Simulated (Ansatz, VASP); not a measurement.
TiAl3 in VASP and in Ansatz

POSCAR

```
TiAl3
1.0
    3.8963361812      0.0000000000      0.0000000000
    0.0000000000      3.8963361812      0.0000000000
    0.0000000000      0.0000000000      3.8370011125
Ti Al
1 3
Direct
    0.0000000000      0.0000000000      0.0000000000
    0.5000000000      0.5000000000      0.0000000000
    0.5000000000      0.0000000000      0.5000000000
    0.0000000000      0.5000000000      0.5000000000
```

Contents of INCAR.step1:

```
SYSTEM = TiAl3
PREC = Accurate
ENCUT = 520
ISMEAR = 0
SIGMA = 0.15
LREAL = .FALSE.
LASPH = .TRUE.
NELM = 80
NBANDS = 18
GGA = PE
ALGO = Normal
EDIFF = 1E-4
LWAVE = .TRUE.
LCHARG = .FALSE.
```

Contents of INCAR.step2:

```
SYSTEM = TiAl3
PREC = Accurate
ENCUT = 520
EDIFF = 1E-6
ISMEAR = 0
SIGMA = 0.15
LREAL = .FALSE.
LASPH = .TRUE.
NELM = 80
ALGO = Normal
ISIF = 2
LWAVE = .FALSE.
LCHARG = .FALSE.
METAGGA = R2SCAN
LMIXTAU = .TRUE.
NBANDS = 18
ISTART = 1
```

File KPOINTS:

```
regular mesh
0
G
  12 12 12
  0 0 0
```

Input for Ansatz:

```yaml
crystal:
  lattice:
    - [3.8963361812, 0.0, 0.0]
    - [0.0, 3.8963361812, 0.0]
    - [0.0, 0.0, 3.8370011125]
  atoms:
    - { symbol: Ti, position: [0.0, 0.0, 0.0] }
    - { symbol: Al, position: [0.5, 0.5, 0.0] }
    - { symbol: Al, position: [0.5, 0.0, 0.5] }
    - { symbol: Al, position: [0.0, 0.5, 0.5] }
basis:
  ecutwfc: 500
kpoints:
  mp_grid: { grid: [12, 12, 12] }
hamiltonian:
  xc: r2scan
scf:
  occupations: { method: gaussian, width: 0.15 }
output:
  forces: true
  stress: true
  eigenvalues: true
```

Change from the starting cell: strain -0.015 along x and y, -0.030 along z, atoms carried along.

Alike in both runs: task single point; functional r2SCAN; k mesh 12 × 12 × 12; occupations gaussian, width 0.15 eV; no spin polarisation.

|  | VASP | Ansatz |
| --- | --- | --- |
| version | VASP 6.6.1 | Ansatz 0.2.0 |
| potentials or method | VASP PAW PBE potentials, release 64 (Ti_sv, Al), cutoff 520 eV | scalar-relativistic, plane waves, PAW |
| valence electrons in the cell | 21 | 21 |

Ansatz gave:

```
gap on the k mesh at the Fermi level (eV)                     : none
pressure (GPa)                                                : 8.0
traceless stress, the component that is largest in VASP (GPa) : 1.56
```

Task: What did VASP give for the same quantities?

Result: gap on the k mesh at the Fermi level (eV): none; pressure (GPa): 7.9; traceless stress, the component that is largest in VASP (GPa): 1.56.

VASP's potentials were made for PBE, not for r2SCAN. A gap of «none» marks a metal or a gap that the smearing closes.
